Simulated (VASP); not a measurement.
# AlNi (Cmmm) in VASP: notebook

Runs on AlNi. Level: PBE. Tasks: single point.

Program: VASP 6.6.1. These are calculated values, not measurements. Logs are shortened: lines on timing, memory, paths and dates and some standing lists are left out, and cuts for length are marked.

## 1. The cell of the first run

It takes space group Cmmm (No. 65, orthorhombic). Conventional cell: a = 4.086 Å, b = 4.392 Å, c = 2.901 Å, α = 90.00°, β = 90.00°, γ = 90.00°. Al (site symmetry mmm) has 8 Ni at 2.51 to 2.63 Å and 6 Al at 2.90 to 3.00 Å within 3.3 Å. Ni (site symmetry mmm) has 8 Al at 2.51 to 2.63 Å and 6 Ni at 2.90 to 3.00 Å within 3.3 Å.

## 2. Single point, PBE (strain +0.0750 x Voigt [0, 1, 0, 0, 0, 0])

Contents of INCAR:

```
SYSTEM = AlNi
PREC = Accurate
ENCUT = 520
EDIFF = 1E-6
ISMEAR = 0
SIGMA = 0.15
LREAL = .FALSE.
LASPH = .TRUE.
NELM = 100
ALGO = Fast
ISIF = 2
LWAVE = .FALSE.
LCHARG = .FALSE.
GGA = PE
NBANDS = 14
```

Contents of KPOINTS:

```
regular mesh
0
G
  20 20 20
  0 0 0
```

Contents of POSCAR:

```
AlNi
1.0
    2.0428098070     -2.1960205425      0.0000000000
    2.0428098070      2.1960205425      0.0000000000
    0.0000000000      0.0000000000      2.9011416498
Al Ni
1 1
Direct
    0.0000000000      0.0000000000      0.0000000000
    0.5000000000      0.5000000000      0.5000000000
```

Potentials or basis: VASP PAW PBE potentials, release 64 (Al, Ni).

The run is started by

```
cat potpaw_PBE.64/Al/POTCAR potpaw_PBE.64/Ni/POTCAR > POTCAR
mpirun -np 1 vasp_std > vasp.out
```

OUTCAR:

```text
SYSTEM = AlNi
   PREC = Accurate
   ENCUT = 520
   EDIFF = 1E-6
   ISMEAR = 0
   LREAL = .FALSE.
   LASPH = .TRUE.
   NELM = 100
   ISIF = 2
   GGA = PE

 ion  position               nearest neighbor table
   1  0.000  0.000  0.000-   2 2.51   2 2.51   2 2.51   2 2.51   2 2.63   2 2.63   2 2.63   2 2.63

   2  0.500  0.500  0.500-   1 2.51   1 2.51   1 2.51   1 2.51   1 2.63   1 2.63   1 2.63   1 2.63

  LATTYP: Found a base centered orthorhombic cell.
 ALAT       =     4.0856196140
 B/A-ratio  =     1.0750000000
 C/A-ratio  =     0.7100860883

  Lattice vectors:

 A1 = (   2.0428098070,  -2.1960205425,   0.0000000000)
 A2 = (   2.0428098070,   2.1960205425,   0.0000000000)
 A3 = (   0.0000000000,   0.0000000000,   2.9011416498)

Analysis of symmetry for initial positions (statically):
=====================================================================
 Subroutine PRICEL returns:
 Original cell was already a primitive cell.

 Routine SETGRP: Setting up the symmetry group for a
 base centered orthorhombic supercell.

 Subroutine GETGRP returns: Found  8 space group operations
 (whereof  8 operations were pure point group operations)
 out of a pool of  8 trial point group operations.

The static configuration has the point symmetry D_2h.

Analysis of symmetry for dynamics (positions and initial velocities):
=====================================================================
 Subroutine PRICEL returns:
 Original cell was already a primitive cell.

 Routine SETGRP: Setting up the symmetry group for a
 base centered orthorhombic supercell.

 Subroutine GETGRP returns: Found  8 space group operations
 (whereof  8 operations were pure point group operations)
 out of a pool of  8 trial point group operations.

The dynamic configuration has the point symmetry D_2h.

 Subroutine INISYM returns: Found  8 space group operations
 (whereof  8 operations are pure point group operations),
 and found     1 'primitive' translations

----------------------------------------------------------------------------------------

                                     Primitive cell

  volume of cell :      26.0293

  direct lattice vectors                    reciprocal lattice vectors
     2.042809807 -2.196020542  0.000000000     0.244760916 -0.227684573  0.000000000
     2.042809807  2.196020542  0.000000000     0.244760916  0.227684573  0.000000000
     0.000000000  0.000000000  2.901141650     0.000000000  0.000000000  0.344691891

  length of vectors
     2.999262931  2.999262931  2.901141650     0.334287557  0.334287557  0.344691891

  position of ions in fractional coordinates (direct lattice)
     0.000000000  0.000000000  0.000000000
     0.500000000  0.500000000  0.500000000

[... 86 lines left out ...]
   PSTRESS=    0.0 pullay stress
   NELECT =      13.0000    total number of electrons
   NUPDOWN=      -1.0000    fix difference up-down
   EMIN   =  10.00;   EMAX   =-10.00  energy-range for DOS
   EFERMI =   0.00;   METHOD = LEGACY
   ISMEAR =     0;   SIGMA  =   0.15  broadening in eV -4-tet -1-fermi 0-gaus
   EFERMI_NEDOS =   21; number of points for ismear=-14 and -15
   IALGO  =     68    algorithm
   IMIX   =      4    mixing-type and parameters
     AMIX     =   0.40;   BMIX     =  1.00
     AMIX_MAG =   1.60;   BMIX_MAG =  1.00
  volume/ion in A,a.u.               =      13.01        87.83
  Fermi-wavevector in a.u.,A,eV,Ry     =   1.298878  2.454523 22.954155  1.687083
  Thomas-Fermi vector in A             =   2.430177
   LORBIT       =      0    0 simple, 1 ext, 2 COOP (PROOUT), +10 PAW based schemes
   GGA     = PE    functional components
   LHFCALC =     F    Hartree Fock is set to
   AEXX    =    0.0000 exact exchange contribution
   IVDW    =     0    specifies the selected vdW correction
   LEPSILON=     F    determine dielectric tensor
   LRPA    =     F    only Hartree local field effects (RPA)
 non-spin polarized calculation
 RMM-DIIS sequential band-by-band and
 Gauss-broadening in eV      SIGMA  =   0.15
  energy-cutoff  :      520.00
  volume of cell :       26.03
 maximum number of plane-waves:       714
   NGX = 11   NGY = 11   NGZ = 11

 number of electron      12.9999994 magnetization

 Free energy of the ion-electron system (eV)
  ---------------------------------------------------
  ext. energy  EPLUGINS =         0.00000000
  ---------------------------------------------------
  free energy    TOTEN  =       -10.44245864 eV

  energy without entropy =      -10.43245015  energy(sigma->0) =      -10.43745439

 E-fermi :   8.9452     XC(G=0): -11.6449

 val. band max:        8.9451907083   @ k =  -0.3000   0.1500   0.4000
 cond. band min:       8.9454935430   @ k =  -0.3500   0.1500   0.1500
 fundamental gap:      0.0003028347
 Fermi energy:         8.9452347466

 k-point     1 :       0.0000    0.0000    0.0000
  band No.  band energies     occupation
      1      -1.5859      2.00000
      2       6.0963      2.00000
      3       6.1040      2.00000
      4       7.4916      2.00000
      5       7.5039      2.00000
      6       7.6669      2.00000
      7      13.5260      0.00000
      8      14.0546      0.00000
      9      14.8304      0.00000
     10      16.7186      0.00000
     11      16.8961      0.00000
     12      21.3026      0.00000
     13      27.9207      0.00000
     14      28.7175      0.00000
[... 377 lines left out ...]
      1       0.4429      2.00000
      2       4.7042      2.00000
      3       6.4098      2.00000
      4       6.9845      2.00000
      5       7.1353      2.00000
      6       7.6361      2.00000
      7       8.5944      1.99906
      8      16.0336      0.00000
      9      17.0441      0.00000
     10      17.2092      0.00000
     11      19.9291      0.00000
     12      21.0214      0.00000
     13      22.1919      0.00000
     14      25.3502      0.00000

 [... further k-points ...]
[... 5 lines left out ...]
  --------------------------------------------------------------------------------------
  -------------------------------------------------------------------------------------
  Total       -0.5449101     -2.6754344     -1.2797551      0.0000000      0.0000000      0.0000000
  in kB      -33.5407070   -164.6802917    -78.7724204      0.0000000      0.0000000      0.0000000
  external PRESSURE =     -92.3311397 kB  Pullay stress =       0.0000000 kB

 VOLUME and BASIS-vectors are now :
 -----------------------------------------------------------------------------
  energy-cutoff  :      520.00
  volume of cell :       26.03
      direct lattice vectors                 reciprocal lattice vectors
     2.042809807 -2.196020542  0.000000000     0.244760916 -0.227684573  0.000000000
     2.042809807  2.196020542  0.000000000     0.244760916  0.227684573  0.000000000
     0.000000000  0.000000000  2.901141650     0.000000000  0.000000000  0.344691891

 POSITION                                       TOTAL-FORCE (eV/Angst)
 -----------------------------------------------------------------------------------
      0.00000      0.00000      0.00000         0.000000      0.000000      0.000000
      2.04281      0.00000      1.45057        -0.000000     -0.000000      0.000000
 -----------------------------------------------------------------------------------
    total drift:                                0.000000     -0.000000     -0.000000

  FREE ENERGIE OF THE ION-ELECTRON SYSTEM (eV)
  ---------------------------------------------------
  free  energy   TOTEN  =       -10.4424586354 eV

  energy  without entropy=      -10.4324501523  energy(sigma->0) =      -10.43745439
```

It took 4.4 min on 1 thread of AMD EPYC 9R45 (Zen 5), shared host; peak memory 0.49 GiB.

What came out:

```
Free energy : -10.4425 eV
Pressure    : -9.2 GPa
```

Stress tensor (GPa, compression positive):
```
 -3.35   0.00   0.00
  0.00 -16.47   0.00
  0.00   0.00  -7.88
```

Caveat: the cell differs from its parent crystal (strain +0.0750 x Voigt [0, 1, 0, 0, 0, 0]). Spin polarisation is off, so any magnetic state and its effect on volume and gap are missing.

## 3. Single point, PBE (strain +0.1125 x Voigt [0, 1, 0, 0, 0, 0])

Contents of INCAR:

```
SYSTEM = AlNi
PREC     = Accurate       ! precision mode
ENCUT    = 520            ! plane-wave cutoff, eV
EDIFF    = 1E-6           ! SCF threshold, eV
ISMEAR   = 0              ! smearing method
SIGMA    = 0.15           ! smearing width, eV
LREAL    = .FALSE.        ! projectors in reciprocal space
LASPH    = .TRUE.         ! aspherical terms in the spheres
NELM     = 100            ! most SCF steps
ALGO     = Fast           ! electronic algorithm
ISIF     = 2              ! what is computed and relaxed
LWAVE    = .FALSE.        ! write WAVECAR
LCHARG   = .FALSE.        ! write CHGCAR
GGA      = PE             ! functional
NBANDS   = 14             ! bands
```

KPOINTS is that of step 2.

Contents of POSCAR:

```
AlNi
1.0
    2.0428098070     -2.2726259102      0.0000000000
    2.0428098070      2.2726259102      0.0000000000
    0.0000000000      0.0000000000      2.9011416498
Al Ni
1 1
Direct
    0.0000000000      0.0000000000      0.0000000000
    0.5000000000      0.5000000000      0.5000000000
```

Potentials or basis: VASP PAW PBE potentials, release 64 (Al, Ni).

The run is started by

```
cat potpaw_PBE.64/Al/POTCAR potpaw_PBE.64/Ni/POTCAR > POTCAR
mpirun -np 1 vasp_std > vasp.out
```

Wall time 4.5 min (1 thread of AMD EPYC 9R45 (Zen 5), shared host); peak memory 0.51 GiB.

The run converged. Its results:

```
Free energy : -10.3357 eV
Pressure    : -12.0 GPa
```

Stress tensor (GPa, compression positive):
```
 -4.54   0.00   0.00
  0.00 -21.28   0.00
  0.00   0.00 -10.21
```

Levels at points of the mesh, in eV from the Fermi level:
| k point | band 4 | band 5 | band 6 | band 7 | band 8 | band 9 | band 10 | band 11 |
| --- | --- | --- | --- | --- | --- | --- | --- | --- |
| (0.00, 0.00, 0.00) | -1.44 | -1.41 | -1.18 | 4.20 | 4.99 | 6.13 | 7.65 | 7.86 |
| (0.50, 0.00, 0.00) | -1.98 | -1.80 | -1.22 | -0.68 | 7.24 | 8.73 | 9.58 | 10.47 |
| (0.50, 0.50, 0.00) | -2.05 | -1.72 | -1.59 | -0.97 | 0.68 | 2.19 | 11.56 | 14.41 |
| (0.00, 0.00, 0.50) | -2.20 | -1.82 | -1.34 | -0.39 | 8.27 | 8.78 | 9.57 | 9.69 |
| (0.50, 0.00, 0.50) | -2.31 | -1.86 | -1.80 | -0.86 | 1.46 | 2.08 | 10.06 | 12.79 |
| (0.50, 0.50, 0.50) | -0.93 | -0.81 | 1.38 | 1.54 | 2.77 | 3.38 | 3.57 | 3.63 |

Caveat: the cell differs from its parent crystal (strain +0.1125 x Voigt [0, 1, 0, 0, 0, 0]).
